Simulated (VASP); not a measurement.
Wanted: the native input for a VASP 6.6.1 run.

- Task: single point
- Functional: PBEsol
- Potentials or basis: VASP PAW PBE potentials, release 64 (Al, Cu)
- Cutoff: 520 eV
- k mesh: 10 × 10 × 10
- Occupations: gaussian, width 0.15 eV
- Spin: no spin polarisation
- Dipole correction: no
- Further INCAR settings: ALGO = Fast; EDIFF = 1e-07; NBANDS = 26

The structure of Al2Cu lies in POSCAR:

```
Al2Cu
1.0
   -3.0264500000      3.0264500000      2.4621000000
    3.0264500000     -3.0264500000      2.4621000000
    3.0264500000      3.0264500000     -2.4621000000
Al Cu
4 2
Direct
    0.1593210787      0.6593210787      0.8186421574
    0.6593210787      0.8406789213      0.5000000000
    0.8406789213      0.3406789213      0.1813578426
    0.3406789213      0.1593210787      0.5000000000
    0.7500000000      0.7500000000      0.0000000000
    0.2500000000      0.2500000000      0.0000000000
```

These files were run (other wordings do the same):

INCAR

```
PREC = Accurate
ENCUT = 520
EDIFF = 1E-7
ISMEAR = 0
SIGMA = 0.15
LREAL = False
LASPH = True
NELM = 60
ALGO = Fast
ISIF = 2
LWAVE = False
LCHARG = False
GGA = PS
NBANDS = 26
```

KPOINTS

```
Automatic mesh
0
Gamma
  10 10 10
```

Potentials or basis: VASP PAW PBE potentials, release 64 (Al, Cu).

Command:

```console
$ cat potpaw_PBE.64/Al/POTCAR potpaw_PBE.64/Cu/POTCAR > POTCAR
$ mpirun -np 1 vasp_std > vasp.out
```

Results of the run:

| Item | Value |
| --- | --- |
| Pressure | -3.6 GPa |
| Largest force | 0.048 eV/Å |
| Band gap on the k mesh | zero (bands 17 and 18 overlap by 4.21 eV) |

Caveat: the cell stands under tension; the PAW data sets were made with another functional, which shifts forces and pressure a little.

It took 11 min on 1 thread of Intel Xeon 8259CL (shared host), peak memory 0.38 GiB.
